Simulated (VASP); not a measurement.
Set up this calculation in VASP 6.6.1, as the native input.

- Task: single point
- Functional: PBE
- Potentials or basis: VASP PAW PBE potentials, release 64 (Al, Ga_d)
- Cutoff: 520 eV
- k mesh: 6 × 6 × 6
- Occupations: gaussian, width 0.1 eV
- Spin: no spin polarisation
- Dipole correction: no
- Further INCAR settings: ALGO = Normal; EDIFF = 1e-06; NBANDS = 15

The structure of AlGa lies in POSCAR:

```
AlGa
1.0
    0.0000000000      2.6865345188      2.6865345188
    2.6865345188      0.0000000000      2.6865345188
    2.6865345188      2.6865345188      0.0000000000
Al Ga
1 1
Direct
    0.5000000000      0.5000000000      0.5000000000
    0.0000000000      0.0000000000      0.0000000000
```

One way to write it, as run:

INCAR

```
SYSTEM = AlGa
PREC     = Accurate       ! precision mode
ENCUT    = 520            ! plane-wave cutoff, eV
EDIFF    = 1E-6           ! SCF threshold, eV
ISMEAR   = 0              ! smearing method
SIGMA    = 0.1            ! smearing width, eV
LREAL    = .False.        ! projectors in reciprocal space
LASPH    = .True.         ! aspherical terms in the spheres
NELM     = 80             ! most SCF steps
ALGO     = Normal         ! electronic algorithm
ISIF     = 2              ! what is computed and relaxed
LWAVE    = .False.        ! write WAVECAR
LCHARG   = .False.        ! write CHGCAR
GGA      = PE             ! functional
NBANDS   = 15             ! bands
```

KPOINTS

```
regular mesh
0
Gamma
  6 6 6
  0 0 0
```

Potentials or basis: VASP PAW PBE potentials, release 64 (Al, Ga_d).

Command:

```console
$ cat potpaw_PBE.64/Al/POTCAR potpaw_PBE.64/Ga_d/POTCAR > POTCAR
$ mpirun -np 1 vasp_std > vasp.out
```

Results of the run:

The pressure is 0.2 GPa and the band gap on the k mesh is zero (band 8 reaches 8.35 eV, above the bottom of band 9 at 3.39 eV).

Run time: 6.7 s on 1 thread of AMD EPYC 7R43 64-Core Processor (Zen 3) (shared host), peak memory 0.12 GiB.
